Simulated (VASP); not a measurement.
# Tc (Fm-3m) in VASP: further runs

The runs below take Tc through single point, relaxation of cell and atoms, with LDA.

Everything below comes from runs of VASP 6.6.1. Logs are shortened: lines on timing, memory, paths and dates and some standing lists are left out, and cuts for length are marked.

## Step 1: The cell of the first run

The structure is cubic, space group Fm-3m (No. 225). The conventional cell has a = 3.762 Å, b = 3.762 Å, c = 3.762 Å, α = 90.00°, β = 90.00°, γ = 90.00°. Tc (site symmetry m-3m) has 12 Tc at 2.66 Å within 3.5 Å.

## Step 2: Single point, LDA

Contents of INCAR:

```
SYSTEM = Tc
PREC = Accurate ; ENCUT = 520
EDIFF = 1E-6 ; ISMEAR = 1
SIGMA = 0.05 ; LREAL = .False.
LASPH = .True. ; NELM = 100
ALGO = Normal ; ISIF = 2
LWAVE = .False. ; LCHARG = .False.
GGA = CA ; NBANDS = 12
```

Contents of KPOINTS:

```
regular mesh
0
Gamma
  10 10 10
  0 0 0
```

Contents of POSCAR:

```
Tc
1.0
    2.6598819134      0.0000000000      0.0000000000
    1.3299409567      2.3035253081      0.0000000000
    1.3299409567      0.7678417694      2.1717844880
Tc
1
Direct
    0.0000000000      0.0000000000      0.0000000000
```

Potentials or basis: VASP PAW LDA potentials, release 64 (Tc_pv).

Run with:

```console
> cat potpaw_LDA.64/Tc_pv/POTCAR > POTCAR
> mpirun -np 1 vasp_std > vasp.out
```

OUTCAR:

```text
SYSTEM = Tc
   PREC = Accurate
   ENCUT = 520
   EDIFF = 1E-6
   ISMEAR = 1
   LREAL = .False.
   LASPH = .True.
   NELM = 100
   ISIF = 2
   GGA = CA

 ion  position               nearest neighbor table
   1  0.000  0.000  0.000-

  LATTYP: Found a face centered cubic cell.
 ALAT       =     3.7616410763

  Lattice vectors:

 A1 = (   2.6598819134,   0.0000000000,   0.0000000000)
 A2 = (   1.3299409567,   2.3035253081,   0.0000000000)
 A3 = (   1.3299409567,   0.7678417694,   2.1717844880)

Analysis of symmetry for initial positions (statically):
=====================================================================
 Subroutine PRICEL returns:
 Original cell was already a primitive cell.

 Routine SETGRP: Setting up the symmetry group for a
 face centered cubic supercell.

 Subroutine GETGRP returns: Found 48 space group operations
 (whereof 48 operations were pure point group operations)
 out of a pool of 48 trial point group operations.

The static configuration has the point symmetry O_h .

Analysis of symmetry for dynamics (positions and initial velocities):
=====================================================================
 Subroutine PRICEL returns:
 Original cell was already a primitive cell.

 Routine SETGRP: Setting up the symmetry group for a
 face centered cubic supercell.

 Subroutine GETGRP returns: Found 48 space group operations
 (whereof 48 operations were pure point group operations)
 out of a pool of 48 trial point group operations.

The dynamic configuration has the point symmetry O_h .

 Subroutine INISYM returns: Found 48 space group operations
 (whereof 48 operations are pure point group operations),
 and found     1 'primitive' translations

----------------------------------------------------------------------------------------

                                     Primitive cell

  volume of cell :      13.3068

  direct lattice vectors                    reciprocal lattice vectors
     2.659881913  0.000000000  0.000000000     0.375956540 -0.217058609 -0.153483615
     1.329940957  2.303525308  0.000000000     0.000000000  0.434117219 -0.153483615
     1.329940957  0.767841769  2.171784488     0.000000000  0.000000000  0.460450844

  length of vectors
     2.659881913  2.659881913  2.659881913     0.460450844  0.460450844  0.460450844

  position of ions in fractional coordinates (direct lattice)
     0.000000000  0.000000000  0.000000000

  ion indices of the primitive-cell ions
   primitive index   ion index
[... 81 lines left out ...]
   POTIM  = 0.5000    time-step for ionic-motion
   TEBEG  =    0.0;   TEEND  =   0.0 temperature during run
   PSTRESS=    0.0 pullay stress
   NELECT =      13.0000    total number of electrons
   NUPDOWN=      -1.0000    fix difference up-down
   EMIN   =  10.00;   EMAX   =-10.00  energy-range for DOS
   EFERMI =   0.00;   METHOD = LEGACY
   ISMEAR =     1;   SIGMA  =   0.05  broadening in eV -4-tet -1-fermi 0-gaus
   EFERMI_NEDOS =   21; number of points for ismear=-14 and -15
   IALGO  =     38    algorithm
   IMIX   =      4    mixing-type and parameters
     AMIX     =   0.40;   BMIX     =  1.00
     AMIX_MAG =   1.60;   BMIX_MAG =  1.00
  volume/ion in A,a.u.               =      13.31        89.80
  Fermi-wavevector in a.u.,A,eV,Ry     =   1.624421  3.069711 35.902285  2.638744
  Thomas-Fermi vector in A             =   2.717710
   LORBIT       =      0    0 simple, 1 ext, 2 COOP (PROOUT), +10 PAW based schemes
   GGA     = CA    functional components
   LHFCALC =     F    Hartree Fock is set to
   AEXX    =    0.0000 exact exchange contribution
   IVDW    =     0    specifies the selected vdW correction
   LEPSILON=     F    determine dielectric tensor
   LRPA    =     F    only Hartree local field effects (RPA)
 non-spin polarized calculation
 Methfessel and Paxton  Order N= 1 SIGMA  =   0.05
  energy-cutoff  :      520.00
  volume of cell :       13.31
 maximum number of plane-waves:       368
   NGX =  9   NGY =  9   NGZ =  9

 number of electron      13.0000003 magnetization

 Free energy of the ion-electron system (eV)
  ---------------------------------------------------
  ext. energy  EPLUGINS =         0.00000000
  ---------------------------------------------------
  free energy    TOTEN  =       -11.61086665 eV

  energy without entropy =      -11.61161355  energy(sigma->0) =      -11.61111562

 E-fermi :  13.9755     XC(G=0): -14.4554

 val. band max:       13.9546447226   @ k =   0.3000   0.3000  -0.0000
 cond. band min:      13.9769000108   @ k =   0.3000   0.2000   0.1000
 fundamental gap:      0.0222552882
 Fermi energy:        13.9754666691

 k-point     1 :       0.0000    0.0000    0.0000
  band No.  band energies     occupation
      1     -24.0323      2.00000
      2     -24.0323      2.00000
      3     -24.0323      2.00000
      4       6.1911      2.00000
      5      11.9885      2.00000
      6      11.9885      2.00000
      7      11.9885      2.00000
      8      14.9224     -0.00000
      9      14.9224     -0.00000
     10      27.9879      0.00000
     11      33.9251      0.00000
     12      33.9251      0.00000
[... 331 lines left out ...]
 k-point    24 :       0.4000    0.3000   -0.0000
  band No.  band energies     occupation
      1     -25.2846      2.00000
      2     -24.5379      2.00000
      3     -24.4834      2.00000
      4       8.4226      2.00000
      5       8.9302      2.00000
      6      13.9105      2.06939
      7      15.2791      0.00000
      8      17.0993      0.00000
      9      17.4600      0.00000
     10      29.5624      0.00000
     11      31.1468      0.00000
     12      32.0548      0.00000

 [... further k-points ...]

------------------------ aborting loop because EDIFF is reached ----------------------------------------

  FORCE on cell =-STRESS in cart. coord.  units (eV):
  Direction    XX          YY          ZZ          XY          YZ          ZX
  --------------------------------------------------------------------------------------
  -------------------------------------------------------------------------------------
  Total        1.2690236      1.2690236      1.2690236     -0.0000000      0.0000000     -0.0000000
  in kB      152.7946672    152.7946672    152.7946672     -0.0000000      0.0000000     -0.0000000
  external PRESSURE =     152.7946672 kB  Pullay stress =       0.0000000 kB

 VOLUME and BASIS-vectors are now :
 -----------------------------------------------------------------------------
  energy-cutoff  :      520.00
  volume of cell :       13.31
      direct lattice vectors                 reciprocal lattice vectors
     2.659881913  0.000000000  0.000000000     0.375956540 -0.217058609 -0.153483615
     1.329940957  2.303525308  0.000000000     0.000000000  0.434117219 -0.153483615
     1.329940957  0.767841769  2.171784488     0.000000000  0.000000000  0.460450844

 POSITION                                       TOTAL-FORCE (eV/Angst)
 -----------------------------------------------------------------------------------
      0.00000      0.00000      0.00000         0.000000      0.000000      0.000000
 -----------------------------------------------------------------------------------
    total drift:                               -0.000000      0.000000      0.000000

  FREE ENERGIE OF THE ION-ELECTRON SYSTEM (eV)
  ---------------------------------------------------
  free  energy   TOTEN  =       -11.6108666528 eV

  energy  without entropy=      -11.6116135533  energy(sigma->0) =      -11.61111562
```

stdout:

```text
POSCAR found type information on POSCAR Tc
 POSCAR found :  1 types and       1 ions
 scaLAPACK will be used
 LDA part: xc-table for (Slater(with rela. corr.)+CA(PZ))
 , standard interpolation
 POSCAR, INCAR and KPOINTS ok, starting setup
 FFT: planning ... GRIDC
 FFT: planning ... GRID_SOFT
 FFT: planning ... GRID
 WAVECAR not read
 entering main loop
```

Run time: 2.6 s. Hardware: 1 thread of Intel Xeon 6975P-C (Granite Rapids), shared host; peak memory 0.12 GiB.

What came out:

| Property | Result |
| --- | --- |
| Free energy | -11.6109 eV |
| Pressure | 15.3 GPa |

## Step 3: Single point, LDA

This run uses another cell than the first one, of 12.85 Å³/atom, 0.966 times its volume.

Contents of INCAR:

```
SYSTEM = Tc
ALGO = Normal ; EDIFF = 1E-7
ENCUT = 520 ; GGA = CA
ISIF = 2 ; ISMEAR = 1
LASPH = .TRUE. ; LCHARG = .TRUE.
LELF = .TRUE. ; LREAL = .FALSE.
LVHAR = .TRUE. ; LWAVE = .FALSE.
NBANDS = 12 ; NELM = 80
PREC = Accurate ; SIGMA = 0.05
```

Contents of KPOINTS:

```
k-points
0
G
  10 10 10
  0 0 0
```

Contents of POSCAR:

```
Tc
1.0
    2.6292639973      0.0000000000      0.0000000000
    1.3146319987      2.2770094149      0.0000000000
    1.3146319987      0.7590031383      2.1467850642
Tc
1
Direct
    0.0000000000      0.0000000000      0.0000000000
```

Potentials or basis: VASP PAW LDA potentials, release 64 (Tc_pv).

Run with:

```console
> cat potpaw_LDA.64/Tc_pv/POTCAR > POTCAR
> mpirun -np 1 vasp_std > vasp.out
```

Run time: 2.8 s. Hardware: 1 thread of Intel Xeon 6975P-C (Granite Rapids), shared host; peak memory 0.11 GiB.

Results (log left out):

* Free energy: -11.5464 eV
* Pressure: 30.2 GPa

Levels at points of the mesh, in eV from the Fermi level:
```tsv
k point	band 3	band 4	band 5	band 6	band 7	band 8	band 9	band 10	band 11	band 12
(0.00, 0.00, 0.00)	-37.96	-7.93	-2.10	-2.10	-2.10	0.99	0.99	13.96	20.09	20.09
(0.50, 0.00, 0.00)	-38.19	-6.27	-2.33	-2.33	1.65	3.44	3.44	12.53	13.68	21.23
(0.50, 0.50, 0.00)	-38.61	-6.89	-6.22	3.37	4.15	4.15	4.57	13.93	13.93	16.31
```

## Step 4: Relaxation of cell and atoms, LDA

This run uses another cell than the first one, of 14.83 Å³/atom, 1.114 times its volume.

Contents of INCAR:

```
PREC     = Accurate       # precision mode
ENCUT    = 600            # plane-wave cutoff, eV
EDIFF    = 1E-7           # SCF threshold, eV
ISMEAR   = 1              # smearing method
SIGMA    = 0.05           # smearing width, eV
LREAL    = F              # projectors in reciprocal space
LASPH    = T              # aspherical terms in the spheres
NELM     = 100            # most SCF steps
ALGO     = Normal         # electronic algorithm
ISIF     = 3              # what is computed and relaxed
LWAVE    = F              # write WAVECAR
LCHARG   = F              # write CHGCAR
IBRION   = 2              # ionic algorithm
NSW      = 80             # ionic steps
EDIFFG   = -0.03          # ionic threshold
```

Contents of KPOINTS:

```
Automatic mesh
0
Gamma
  10 10 10
```

Contents of POSCAR:

```
Tc
1.0
    2.7577160000      0.0000000000      0.0000000000
    1.3788580000      2.3882521124      0.0000000000
    1.3788580000      0.7960840375      2.2516656852
Tc
1
Direct
    0.0000000000      0.0000000000      0.0000000000
```

Run with:

```console
> cat potpaw_LDA.64/Tc_pv/POTCAR > POTCAR
> mpirun -np 1 vasp_std > vasp.out
```

Run time: 9.3 s. Hardware: 1 thread of Intel Xeon 6975P-C (Granite Rapids), shared host; peak memory 0.14 GiB.

It converged, with:

```
Free energy                            : -11.6376 eV
Relaxed volume                         : 13.86 Å³/atom
Relaxed cell                           : a = 2.696 Å, b = 2.696 Å, c = 2.696 Å, α = 60.00°, β = 60.00°, γ = 60.00°
Space group after relaxing (to 0.05 Å) : Fm-3m (No. 225)
Energy gained by relaxing              : 62.6 meV/atom
Ionic steps                            : 5
Pressure after relaxing                : 0.0 GPa
```

Step by step:
```tsv
step	energy change (eV)	largest force (eV/Å)	pressure (GPa)	volume (Å³)
1	0.0000	0.0000	-19.53	14.83
2	0.6539	0.0000	105.74	11.28
3	-0.0621	0.0000	-1.98	13.95
4	-0.0626	0.0000	-0.44	13.88
5	-0.0626	0.0000	0.02	13.86
```

Final structure:
```yaml
crystal:
  lattice:
    - [2.69650, 0.00000, 0.00000]
    - [1.34825, 2.33523, 0.00000]
    - [1.34825, 0.77841, 2.20168]
  atoms:
    - { symbol: Tc, position: [0.00000, 0.00000, 0.00000] }
```

Levels at points of the mesh, in eV from the Fermi level:
| k point | band 5 | band 6 | band 7 | band 8 | band 9 | band 10 |
| --- | --- | --- | --- | --- | --- | --- |
| (0.00, 0.00, 0.00) | -1.86 | -1.86 | -1.86 | 0.90 | 0.90 | 14.06 |
| (0.50, 0.00, 0.00) | -2.05 | -2.05 | 1.43 | 3.08 | 3.08 | 11.36 |
| (0.50, 0.50, 0.00) | -5.57 | 3.01 | 3.71 | 3.71 | 4.13 | 13.34 |

## Step 5: Relaxation of cell and atoms, LDA, target pressure 15 GPa, at which the enthalpy is minimised

This run uses another cell than the first one, of 14.83 Å³/atom, 1.114 times its volume.

Contents of INCAR:

```
SYSTEM = Tc
PREC = Accurate
ENCUT = 600
EDIFF = 1E-7
ISMEAR = 1
SIGMA = 0.05
LREAL = .False.
LASPH = .True.
NELM = 100
ALGO = Normal
ISIF = 3
LWAVE = .False.
LCHARG = .False.
IBRION = 2
NSW = 80
EDIFFG = -0.03
PSTRESS = 150.0
```

Contents of KPOINTS:

```
regular mesh
0
Gamma
  10 10 10
  0 0 0
```

POSCAR is that of step 4.

Run with:

```console
> cat potpaw_LDA.64/Tc_pv/POTCAR > POTCAR
> mpirun -np 1 vasp_std > vasp.out
```

It took 10 s on 1 thread of Intel Xeon 6975P-C (Granite Rapids), shared host; peak memory 0.14 GiB.

It converged, with:

| Item | Value |
| --- | --- |
| Free energy | -11.6129 eV |
| Relaxed volume | 13.32 Å³/atom |
| Relaxed cell | a = 2.661 Å, b = 2.661 Å, c = 2.661 Å, α = 60.00°, β = 60.00°, γ = 60.00° |
| Space group after relaxing (to 0.05 Å) | Fm-3m (No. 225) |
| Energy change on relaxing (the enthalpy is what falls) | -37.9 meV/atom |
| Ionic steps | 5 |
| Pressure after relaxing | 15.0 GPa |

Step by step:
```
step  energy change (eV)  largest force (eV/Å)  pressure (GPa)  volume (Å³)
   1              0.0000                0.0000          -19.53        14.83
   2              3.7560                0.0000          368.17         8.97
   3             -0.0539                0.0000            8.64        13.53
   4             -0.0448                0.0000           12.59        13.40
   5             -0.0379                0.0000           15.01        13.32
```

Final structure:
```
Tc
1.0
     2.66054    0.00000    0.00000
     1.33027    2.30409    0.00000
     1.33027    0.76803    2.17232
Tc
1
Direct
  0.00000 0.00000 0.00000
```

Levels at points of the mesh, in eV from the Fermi level:
```csv
k point,band 5,band 6,band 7,band 8,band 9,band 10
"(0.00, 0.00, 0.00)",-1.98,-1.98,-1.98,0.95,0.95,14.01
"(0.50, 0.00, 0.00)",-2.20,-2.20,1.54,3.27,3.27,11.97
"(0.50, 0.50, 0.00)",-5.90,3.20,3.94,3.94,4.35,13.65
```

Caveat: the cell is relaxed towards a set pressure, so the enthalpy falls and the energy may rise.

## Step 6: Overview

| task | cell | cutoff (eV) | gap on the mesh (eV) | pressure (GPa) |
| --- | --- | --- | --- | --- |
| single point | a = 2.660 Å, angles 60.0°, 1 atom | 520 | none | 15.3 |
| single point | a = 2.629 Å, angles 60.0°, 1 atom | 520 | none | 30.2 |
| relaxation of cell and atoms | relaxed from a = 2.758 Å, angles 60.0°, 1 atom | 600 | none | 0.0 |
| relaxation of cell and atoms | relaxed to 15 GPa from a = 2.758 Å, angles 60.0°, 1 atom | 600 | none | 15.0 |

Alike in all rows: level LDA; potentials or basis VASP PAW LDA potentials, release 64 (Tc_pv); no spin polarisation; k mesh 10 × 10 × 10; smearing methfessel-paxton 0.05 eV.

Caveats: the cell is relaxed towards a set pressure, so the enthalpy falls and the energy may rise (some runs).

Absolute energies hang on the potentials; compare differences alone.
